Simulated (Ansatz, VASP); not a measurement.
## One calculation of SrCl2, two programs

```
Sr Cl
1.0
     0.00000    3.46211    3.46211
     3.46211    0.00000    3.46211
     3.46211    3.46211    0.00000
Sr Cl
1 2
Direct
  0.00000 0.00000 0.00000
  0.25000 0.25000 0.25000
  0.75000 0.75000 0.75000
```

Change from the starting cell: volume scaled by 0.98, PAW files.

Alike in both runs: task electric field gradients; functional LDA; k mesh 8 × 8 × 8; occupations fermi-dirac, width 0.01 eV; no spin polarisation.

|  | VASP | Ansatz |
| --- | --- | --- |
| version | VASP 6.6.1 | Ansatz 0.2.0 |
| potentials or method | VASP PAW LDA potentials, release 64 (Sr_sv, Cl) | PAW with Ansatz's default frozen-core files, scalar-relativistic |
| plane-wave cutoff (eV) | 520 | 420 |
| valence electrons in the cell | 24 | 24 |

|  | VASP | Ansatz | Ansatz less VASP |
| --- | --- | --- | --- |
| gap on the k mesh at the Fermi level (eV) | 4.97 | 4.97 | -0.005 |
| pressure (GPa) | -2.0 | -2.1 | -0.13 |

LDA's correlation is that of Perdew and Zunger in VASP and of Perdew and Wang (1992) in Ansatz.
